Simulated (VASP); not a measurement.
# CoO (R-3m) in VASP: a series of runs

The runs below take CoO through single point, with RPBE+D4, revPBE+D3(BJ), PBEsol, revPBE.

Everything below comes from runs of VASP 6.6.1. Logs are shortened: lines on timing, memory, paths and dates and some standing lists are left out, and cuts for length are marked.

### Step 1. The cell of the first run

The structure is trigonal, space group R-3m (No. 166). Conventional cell: a = 3.089 Å, b = 3.089 Å, c = 6.874 Å, α = 90.00°, β = 90.00°, γ = 120.00°. Co (site symmetry -3m) has 6 O at 2.12 Å within 2.8 Å. O (site symmetry -3m) has 6 Co at 2.12 Å within 2.8 Å.

### Step 2. Single point, RPBE+D4, collinear spin, ferromagnetic start

File INCAR:

```
PREC = Accurate
ENCUT = 520
EDIFF = 1E-7
ISMEAR = -1
SIGMA = 0.05
LREAL = F
LASPH = T
NELM = 150
ALGO = Normal
ISIF = 2
LWAVE = F
LCHARG = F
ISPIN = 2
MAGMOM = 2 0
LORBIT = 11
LMAXMIX = 4
GGA = RP
IVDW = 13
NBANDS = 18
```

File KPOINTS:

```
regular mesh
0
Gamma
  11 11 11
```

File POSCAR:

```
CoO
1.0
    1.5443468065      0.8916290445      2.2912428443
   -1.5443468065      0.8916290445      2.2912428443
    0.0000000000     -1.7832580889      2.2912428443
Co O
1 1
Direct
    0.0000000000      0.0000000000      0.0000000000
    0.5000000000      0.5000000000      0.5000000000
```

Potentials or basis: VASP PAW PBE potentials, release 64 (Co, O).

Started as:

```bash
cat potpaw_PBE.64/Co/POTCAR potpaw_PBE.64/O/POTCAR > POTCAR
mpirun -np 1 vasp_std > vasp.out
```

OUTCAR:

```text
PREC = Accurate
   ENCUT = 520
   EDIFF = 1E-7
   ISMEAR = -1
   LREAL = F
   LASPH = T
   NELM = 150
   ISIF = 2
   ISPIN = 2
   LORBIT = 11
   GGA = RP
   IVDW = 13

 ion  position               nearest neighbor table
   1  0.000  0.000  0.000-   2 2.12   2 2.12   2 2.12   2 2.12   2 2.12   2 2.12
   2  0.500  0.500  0.500-   1 2.12   1 2.12   1 2.12   1 2.12   1 2.12   1 2.12

  LATTYP: Found a trigonal (rhomboedric) cell.
 ALAT       =     2.9034123344
 COS(alpha) =     0.4341488154

  Lattice vectors:

 A1 = (   1.5443468065,   0.8916290445,   2.2912428443)
 A2 = (  -1.5443468065,   0.8916290445,   2.2912428443)
 A3 = (   0.0000000000,  -1.7832580889,   2.2912428443)

Analysis of symmetry for initial positions (statically):
=====================================================================
 Subroutine PRICEL returns:
 Original cell was already a primitive cell.

 Routine SETGRP: Setting up the symmetry group for a
 trigonal (rhombohedral) supercell.

 Subroutine GETGRP returns: Found 12 space group operations
 (whereof 12 operations were pure point group operations)
 out of a pool of 12 trial point group operations.

The static configuration has the point symmetry D_3d.

Analysis of symmetry for dynamics (positions and initial velocities):
=====================================================================
 Subroutine PRICEL returns:
 Original cell was already a primitive cell.

 Routine SETGRP: Setting up the symmetry group for a
 trigonal (rhombohedral) supercell.

 Subroutine GETGRP returns: Found 12 space group operations
 (whereof 12 operations were pure point group operations)
 out of a pool of 12 trial point group operations.

The dynamic configuration has the point symmetry D_3d.

Analysis of structural, dynamic, and magnetic symmetry:
=====================================================================
 Subroutine PRICEL returns:
 Original cell was already a primitive cell.

 Routine SETGRP: Setting up the symmetry group for a
 trigonal (rhombohedral) supercell.

 Subroutine GETGRP returns: Found 12 space group operations
 (whereof 12 operations were pure point group operations)
 out of a pool of 12 trial point group operations.

The overall configuration has the point symmetry D_3d.

 Subroutine INISYM returns: Found 12 space group operations
 (whereof 12 operations are pure point group operations),
 and found     1 'primitive' translations

----------------------------------------------------------------------------------------

                                     Primitive cell

  volume of cell :      18.9300

  direct lattice vectors                    reciprocal lattice vectors
     1.544346806  0.891629045  2.291242844     0.323761475  0.186923775  0.145481451
    -1.544346806  0.891629045  2.291242844    -0.323761475  0.186923775  0.145481451
     0.000000000 -1.783258089  2.291242844     0.000000000 -0.373847549  0.145481451

  length of vectors
     2.903412334  2.903412334  2.903412334     0.401156881  0.401156881  0.401156881

  position of ions in fractional coordinates (direct lattice)
     0.000000000  0.000000000  0.000000000
     0.500000000  0.500000000  0.500000000

  ion indices of the primitive-cell ions
   primitive index   ion index
                 1           1
                 2           2

----------------------------------------------------------------------------------------

 KPOINTS: regular mesh

Automatic generation of k-mesh.
 Grid dimensions read from file:
 generate k-points for:   11   11   11

 Generating k-lattice:

  Cartesian coordinates                     Fractional coordinates (reciprocal lattice)
     0.029432861  0.016993070  0.013225586     0.090909091 -0.000000000  0.000000000
    -0.029432861  0.016993070  0.013225586    -0.000000000  0.090909091  0.000000000
     0.000000000 -0.033986141  0.013225586     0.000000000  0.000000000  0.090909091

  Length of vectors
     0.036468807  0.036468807  0.036468807

  Shift w.r.t. Gamma in fractional coordinates (k-lattice)
     0.000000000  0.000000000  0.000000000

 Subroutine IBZKPT returns following result:
 ===========================================

 Found    146 irreducible k-points:

 Following reciprocal coordinates:
            Coordinates               Weight
  0.000000  0.000000  0.000000      1.000000
  0.090909  0.000000  0.000000      6.000000
  0.181818  0.000000  0.000000      6.000000
  0.272727 -0.000000  0.000000      6.000000
  0.363636  0.000000 -0.000000      6.000000
  0.454545  0.000000  0.000000      6.000000
[... 16 lines left out ...]
 -0.272727  0.181818  0.000000     12.000000
 -0.181818  0.181818  0.000000      6.000000
 [... further k-points ...]
   k-points           NKPTS =    146   k-points in BZ     NKDIM =    146   number of bands    NBANDS=     18
   number of dos      NEDOS =    301   number of ions     NIONS =      2
   total plane-waves  NPLWV =  13824
   dimension x,y,z NGX =    24 NGY =   24 NGZ =   24
   dimension x,y,z NGXF=    48 NGYF=   48 NGZF=   48
   ions per type =               1   1
   NGX,Y,Z   is equivalent  to a cutoff of  13.74, 13.74, 13.74 a.u.
   NGXF,Y,Z  is equivalent  to a cutoff of  27.48, 27.48, 27.48 a.u.
 SYSTEM =  unknown system
   PREC   = accura    normal or accurate (medium, high low for compatibility)
   ISTART =      0    job   : 0-new  1-cont  2-samecut
   ICHARG =      2    charge: 1-file 2-atom 10-const
   ISPIN  =      2    spin polarized calculation?
   LNONCOLLINEAR =      F non collinear calculations
   LSORBIT =      F    spin-orbit coupling
   LASPH  =      T    aspherical Exc in radial PAW
   ENCUT  =  520.0 eV  38.22 Ry    6.18 a.u.   5.40  5.40  5.40*2*pi/ulx,y,z
   NELM   =    150;   NELMIN=  2; NELMDL= -5     # of ELM steps
   EDIFF  = 0.1E-06   stopping-criterion for ELM
   LREAL  =      F    real-space projection
   EDIFFG = 0.1E-05   stopping-criterion for IOM
   NSW    =      0    number of steps for IOM
   IBRION =     -1    ionic relax: 0-MD 1-quasi-New 2-CG
   NFREE  =      0    steps in history (QN), initial steepest desc. (CG)
   ISIF   =      2    stress and relaxation
   ISYM   =      2    0-nonsym 1-usesym 2-fastsym
   POTIM  = 0.5000    time-step for ionic-motion
   TEBEG  =    0.0;   TEEND  =   0.0 temperature during run
   PSTRESS=    0.0 pullay stress
   NELECT =      15.0000    total number of electrons
   NUPDOWN=      -1.0000    fix difference up-down
   EMIN   =  10.00;   EMAX   =-10.00  energy-range for DOS
   EFERMI =   0.00;   METHOD = LEGACY
   ISMEAR =    -1;   SIGMA  =   0.05  broadening in eV -4-tet -1-fermi 0-gaus
   EFERMI_NEDOS =   21; number of points for ismear=-14 and -15
   IALGO  =     38    algorithm
   IMIX   =      4    mixing-type and parameters
     AMIX     =   0.40;   BMIX     =  1.00
     AMIX_MAG =   1.60;   BMIX_MAG =  1.00
  volume/ion in A,a.u.               =       9.47        63.87
  Fermi-wavevector in a.u.,A,eV,Ry     =   1.514914  2.862773 31.224906  2.294966
  Thomas-Fermi vector in A             =   2.624508
   LORBIT       =     11    0 simple, 1 ext, 2 COOP (PROOUT), +10 PAW based schemes
   GGA     = RP    functional components
   LHFCALC =     F    Hartree Fock is set to
   AEXX    =    0.0000 exact exchange contribution
   IVDW    =    13    specifies the selected vdW correction
   LEPSILON=     F    determine dielectric tensor
   LRPA    =     F    only Hartree local field effects (RPA)
 spin polarized calculation
  energy-cutoff  :      520.00
  volume of cell :       18.93
 maximum number of plane-waves:       521
 NGX is ok and might be reduce to    24
   NGX = 11   NGY = 11   NGZ = 11

 number of electron      15.0000001 magnetization       2.8728623

 Free energy of the ion-electron system (eV)
  ---------------------------------------------------
  ext. energy  EPLUGINS =         0.00000000
  ---------------------------------------------------
  free energy    TOTEN  =       -12.19719779 eV

  energy without entropy =      -12.17073726  energy(sigma->0) =      -12.18396753

 E-fermi :   8.2931     XC(G=0): -12.3589

 val. band max:        8.2870987280   @ k =  -0.3636   0.0909   0.0000
 cond. band min:       8.2963285509   @ k =  -0.3636  -0.4545   0.0909
 fundamental gap:      0.0092298229
 Fermi energy:         8.2931196029

 spin component 1

 k-point     1 :       0.0000    0.0000    0.0000
  band No.  band energies     occupation
      1     -12.0836      1.00000
      2       4.8951      1.00000
      3       4.8951      1.00000
      4       5.0004      1.00000
      5       5.0004      1.00000
      6       5.1268      1.00000
[... 10 lines left out ...]
     17      31.9472      0.00000
     18      33.6995      0.00000
[... 463 lines left out ...]
 k-point    24 :      -0.1818    0.1818    0.0000
  band No.  band energies     occupation
      1     -11.3759      1.00000
      2       1.5964      1.00000
      3       2.8533      1.00000
      4       3.2218      1.00000
      5       5.5206      1.00000
      6       5.6270      1.00000
[... 10 lines left out ...]
     17      35.1094      0.00000
     18      37.8964      0.00000

 [... further k-points ...]

 spin component 2

 k-point     1 :       0.0000    0.0000    0.0000
  band No.  band energies     occupation
      1     -11.5962      1.00000
      2       5.5354      1.00000
      3       5.5354      1.00000
      4       6.1376      1.00000
      5       7.0305      1.00000
      6       7.0305      1.00000
[... 10 lines left out ...]
     17      32.9415      0.00000
     18      34.4907      0.00000
[... 463 lines left out ...]
 k-point    24 :      -0.1818    0.1818    0.0000
  band No.  band energies     occupation
      1     -10.8640      1.00000
      2       2.3377      1.00000
      3       3.9656      1.00000
      4       4.4318      1.00000
      5       7.5996      1.00000
      6       7.9651      0.99859
[... 10 lines left out ...]
     17      35.5854      0.00000
     18      38.5104      0.00000

 [... further k-points ...]

------------------------ aborting loop because EDIFF is reached ----------------------------------------

  DFT-D4 for vdW energy calculation

  Edisp (eV):   -1.20085

  FORCE on cell =-STRESS in cart. coord.  units (eV):
  Direction    XX          YY          ZZ          XY          YZ          ZX
  --------------------------------------------------------------------------------------
  -------------------------------------------------------------------------------------
  Total      -0.06438    -0.06438    -0.03864     0.00000    -0.00000     0.00000
  in kB      -5.44872    -5.44872    -3.27059     0.00000    -0.00000     0.00000
  external pressure =       -4.72 kB  Pullay stress =        0.00 kB

 VOLUME and BASIS-vectors are now :
 -----------------------------------------------------------------------------
  energy-cutoff  :      520.00
  volume of cell :       18.93
      direct lattice vectors                 reciprocal lattice vectors
     1.544346806  0.891629045  2.291242844     0.323761475  0.186923775  0.145481451
    -1.544346806  0.891629045  2.291242844    -0.323761475  0.186923775  0.145481451
     0.000000000 -1.783258089  2.291242844     0.000000000 -0.373847549  0.145481451

 POSITION                                       TOTAL-FORCE (eV/Angst)
 -----------------------------------------------------------------------------------
      0.00000      0.00000      0.00000         0.000000      0.000000     -0.000000
      0.00000      0.00000      3.43686        -0.000000     -0.000000      0.000000
 -----------------------------------------------------------------------------------
    total drift:                               -0.000000      0.000000     -0.000000

  FREE ENERGIE OF THE ION-ELECTRON SYSTEM (eV)
  ---------------------------------------------------
  free  energy   TOTEN  =       -13.3980480843 eV

  energy  without entropy=      -13.3715875551  energy(sigma->0) =      -13.38481782

 total charge

# of ion       s       p       d       tot
------------------------------------------
    1        0.300   0.367   7.150   7.817
    2        1.562   3.440   0.000   5.002
--------------------------------------------------
tot          1.862   3.807   7.150  12.819

 magnetization (x)

# of ion       s       p       d       tot
------------------------------------------
    1        0.019   0.017   2.502   2.539
    2        0.029   0.262   0.000   0.290
--------------------------------------------------
tot          0.048   0.279   2.502   2.829
```

It took 43 s on 1 thread of Intel Xeon 6975P-C (Granite Rapids), shared host; peak memory 0.2 GiB.

Results:

```
Free energy                                           : -13.3980 eV
Pressure                                              : -0.5 GPa
Net moment                                            : 2.87 μB per cell
Site moments                                          : Co +2.54; O +0.29 μB
Valence electrons inside the program's atomic spheres : Co 7.82; O 5.00
Dispersion energy per atom                            : -0.600 eV
```

Stress tensor (GPa, compression positive):
```
-0.54  0.00  0.00
 0.00 -0.54  0.00
 0.00  0.00 -0.33
```

Caveat: the PAW data sets were made with another functional, which shifts forces and pressure a little; a cell with one magnetic atom can't hold antiferromagnetic order, which such compounds often take; semilocal functionals often make such compounds metallic where correlation or magnetic order opens a gap, which also shifts bond lengths; pairwise dispersion overbinds metals, which lowers pressure and volume.

### Step 3. Single point, revPBE+D3(BJ), collinear spin, ferromagnetic start

This run uses another cell than the first one, of 9.65 Å³/atom, 1.020 times its volume.

File INCAR:

```
SYSTEM = CoO
  ALGO = Normal
  EDIFF = 1E-6
  ENCUT = 520
  GGA = RE
  ISIF = 2
  ISMEAR = -1
  ISPIN = 2
  IVDW = 12
  LASPH = .TRUE.
  LCHARG = .TRUE.
  LELF = .TRUE.
  LMAXMIX = 4
  LORBIT = 11
  LREAL = .FALSE.
  LVHAR = .TRUE.
  LWAVE = .FALSE.
  MAGMOM = 2 0
  NBANDS = 18
  NELM = 150
  PREC = Accurate
  SIGMA = 0.05
```

File KPOINTS:

```
k-points
0
G
  11 11 11
  0 0 0
```

File POSCAR:

```
CoO
1.0
    1.5448506883      0.8919199608      2.3352097696
   -1.5448506883      0.8919199608      2.3352097696
    0.0000000000     -1.7838399215      2.3352097696
Co O
1 1
Direct
    0.0000000000      0.0000000000      0.0000000000
    0.5000000000      0.5000000000      0.5000000000
```

Potentials or basis: VASP PAW PBE potentials, release 64 (Co, O).

Started as:

```bash
cat potpaw_PBE.64/Co/POTCAR potpaw_PBE.64/O/POTCAR > POTCAR
mpirun -np 1 vasp_std > vasp.out
```

OUTCAR:

```text
SYSTEM = CoO
   EDIFF = 1E-6
   ENCUT = 520
   GGA = RE
   ISIF = 2
   ISMEAR = -1
   ISPIN = 2
   IVDW = 12
   LASPH = .TRUE.
   LORBIT = 11
   LREAL = .FALSE.
   NELM = 150
   PREC = Accurate
 IVDW          = 12

 ion  position               nearest neighbor table
   1  0.000  0.000  0.000-   2 2.13   2 2.13   2 2.13   2 2.13   2 2.13   2 2.13
   2  0.500  0.500  0.500-   1 2.13   1 2.13   1 2.13   1 2.13   1 2.13   1 2.13

  LATTYP: Found a trigonal (rhomboedric) cell.
 ALAT       =     2.9385863155
 COS(alpha) =     0.4472533573

  Lattice vectors:

 A1 = (   1.5448506883,   0.8919199608,   2.3352097696)
 A2 = (  -1.5448506883,   0.8919199608,   2.3352097696)
[... 1226 lines left out ...]

 VOLUME and BASIS-vectors are now :
 -----------------------------------------------------------------------------
  energy-cutoff  :      520.00
  volume of cell :       19.31
      direct lattice vectors                 reciprocal lattice vectors
     1.544850688  0.891919961  2.335209770     0.323655874  0.186862806  0.142742351
    -1.544850688  0.891919961  2.335209770    -0.323655874  0.186862806  0.142742351
     0.000000000 -1.783839922  2.335209770     0.000000000 -0.373725612  0.142742351

 POSITION                                       TOTAL-FORCE (eV/Angst)
 -----------------------------------------------------------------------------------
      0.00000      0.00000      0.00000         0.000000      0.000000      0.000000
      0.00000      0.00000      3.50281        -0.000000     -0.000000     -0.000000
 -----------------------------------------------------------------------------------
    total drift:                               -0.000000      0.000000     -0.000000

  FREE ENERGIE OF THE ION-ELECTRON SYSTEM (eV)
  ---------------------------------------------------
  free  energy   TOTEN  =       -13.3524962206 eV

  energy  without entropy=      -13.3242576943  energy(sigma->0) =      -13.33837696

 total charge

# of ion       s       p       d       tot
------------------------------------------
    1        0.294   0.355   7.137   7.786
    2        1.560   3.429   0.000   4.989
--------------------------------------------------
tot          1.854   3.784   7.137  12.775

 magnetization (x)

# of ion       s       p       d       tot
------------------------------------------
    1        0.020   0.017   2.527   2.564
    2        0.028   0.270   0.000   0.298
--------------------------------------------------
tot          0.048   0.287   2.527   2.862
```

OSZICAR:

```text
N       E                     dE             d eps       ncg     rms          rms(c)
DAV:   1     0.770628688810E+02    0.77063E+02   -0.65694E+03 10988   0.954E+02
DAV:   2    -0.986129891943E+01   -0.86924E+02   -0.75028E+02 11058   0.219E+02
DAV:   3    -0.146623788045E+02   -0.48011E+01   -0.46251E+01 12332   0.549E+01
DAV:   4    -0.147125053008E+02   -0.50126E-01   -0.50085E-01 12512   0.536E+00
DAV:   5    -0.147136331971E+02   -0.11279E-02   -0.11278E-02 12762   0.803E-01    0.166E+01
DAV:   6    -0.135605055737E+02    0.11531E+01   -0.16085E+01 13468   0.603E+01    0.200E+01
DAV:   7    -0.124552353568E+02    0.11053E+01   -0.69782E+00 13110   0.471E+01    0.813E+00
DAV:   8    -0.123523082836E+02    0.10293E+00   -0.41152E-01 15008   0.101E+01    0.413E+00
DAV:   9    -0.123625389932E+02   -0.10231E-01   -0.25591E-01 15202   0.826E+00    0.280E+00
DAV:  10    -0.123419200482E+02    0.20619E-01   -0.90818E-02 15388   0.579E+00    0.520E-01
DAV:  11    -0.123406373250E+02    0.12827E-02   -0.16423E-02 14404   0.169E+00    0.267E-01
DAV:  12    -0.123406299291E+02    0.73959E-05   -0.23591E-03 15276   0.741E-01    0.155E-01
DAV:  13    -0.123406438050E+02   -0.13876E-04   -0.50443E-04 13794   0.414E-01    0.106E-01
DAV:  14    -0.123406045766E+02    0.39228E-04   -0.93923E-05 14042   0.101E-01    0.365E-02
DAV:  15    -0.123406079328E+02   -0.33562E-05   -0.41554E-05 14708   0.911E-02    0.140E-02
DAV:  16    -0.123406077328E+02    0.20002E-06   -0.99227E-06 11518   0.273E-02
   1 F= -.13352496E+02 E0= -.13338377E+02  d E =-.282385E-01  mag=     2.9084
```

It took 39 s on 1 thread of Intel Xeon 6975P-C (Granite Rapids), shared host; peak memory 0.21 GiB.

What came out:

```
Free energy                                           : -13.3525 eV
Pressure                                              : -0.6 GPa
Net moment                                            : 2.91 μB per cell
Site moments                                          : Co +2.56; O +0.30 μB
Valence electrons inside the program's atomic spheres : Co 7.79; O 4.99
Dispersion energy per atom                            : -0.506 eV
```

Stress tensor (GPa, compression positive):
```
-0.61  0.00  0.00
 0.00 -0.61  0.00
 0.00  0.00 -0.44
```

Caveat: the PAW data sets were made with another functional, which shifts forces and pressure a little; a cell with one magnetic atom can't hold antiferromagnetic order, which such compounds often take; semilocal functionals often make such compounds metallic where correlation or magnetic order opens a gap, which also shifts bond lengths; pairwise dispersion overbinds metals, which lowers pressure and volume.

(Continued in part 2 of 2.)
